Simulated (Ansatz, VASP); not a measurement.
**Cr: VASP beside Ansatz**

```
Cr
1.0
     2.96890    0.00000    0.00000
     0.00000    2.96890    0.00000
     0.00000    0.00000    5.93780
Cr
4
Direct
  0.00000 0.00000 0.00000
  0.00000 0.00000 0.50000
  0.50000 0.50000 0.25000
  0.50000 0.50000 0.75000
```

Alike in both runs: task single point; functional PBE; k mesh 10 × 10 × 5; occupations fermi-dirac, width 0.05 eV; collinear spin.

|  | VASP | Ansatz |
| --- | --- | --- |
| version | VASP 6.6.1 | Ansatz 0.2.0 |
| potentials or method | VASP PAW PBE potentials, release 64 (Cr_pv), cutoff 520 eV | all-electron LAPW, scalar-relativistic |

VASP gave:

- pressure (GPa): -13.1
- net moment per atom (μB): 0.00
- size of the moment on the site where the two differ most (μB): 1.82

Estimate Ansatz's values.

pressure (GPa): -13.4; net moment per atom (μB): 0.00; size of the moment on the site where the two differ most (μB): 1.78.

Site moments also hang on the region over which each program counts them. Ansatz ran all-electron here, and VASP with PAW potentials. Ansatz's warnings: seeded moment not kept.
